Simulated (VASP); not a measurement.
The system is KLiCl2.

```
Li K Cl
1.0
     2.01478    1.16323    6.85952
    -2.01478    1.16323    6.85952
     0.00000   -2.32647    6.85952
Li K Cl
1 1 2
Direct
  0.00000 0.00000 0.00000
  0.50000 0.50000 0.50000
  0.26531 0.26531 0.26531
  0.73469 0.73469 0.73469
```

| Property | Result |
| --- | --- |
| Program | VASP 6.6.1 |
| Task | relaxation of cell and atoms |
| Functional | r2SCAN |
| Potentials or basis | VASP PAW PBE potentials, release 64 (Li_sv, K_sv, Cl) |
| Cutoff | 600 eV |
| k mesh | 6 × 6 × 6 |
| Occupations | fermi-dirac, width 0.02 eV |
| Spin | no spin polarisation |

At the start: pressure -0.9 GPa; volume 24.11 Å³/atom.

Problem. Where does the relaxation end?

Solution. Over 11 steps the energy falls by 2.5 meV/atom and the volume is 23.24 Å³/atom (-3.6 %); space group R-3m (No. 166, to 0.1 Å) before and after.

The path:
```tsv
step	energy change (eV)	largest force (eV/Å)	pressure (GPa)	volume (Å³)
1	0.0000	0.0118	-0.85	96.46
2	-0.0072	0.0077	-0.41	94.68
3	-0.0092	0.0227	-0.08	93.39
4	-0.0093	0.0262	0.00	93.10
5	-0.0093	0.0270	-0.01	93.04
6	-0.0093	0.0288	0.06	92.90
7	-0.0095	0.0221	0.06	92.85
8	-0.0097	0.0139	0.07	92.78
9	-0.0098	0.0027	0.07	92.65
10	-0.0099	0.0009	0.08	92.69
11	-0.0099	0.0021	0.00	92.97
```

Final structure:
```
Li K Cl
1.0
     1.98382    1.14536    6.81941
    -1.98382    1.14536    6.81941
     0.00000   -2.29072    6.81941
Li K Cl
1 1 2
Direct
  0.00000 0.00000 0.00000
  0.50000 0.50000 0.50000
  0.26558 0.26558 0.26558
  0.73442 0.73442 0.73442
```

Caveat: the cutoff is under 1.25 times the usual one of these potentials, so pressure, stress and relaxed cells hold a basis-set (Pulay) error; the PAW data sets were made with another functional, which shifts forces and pressure a little.
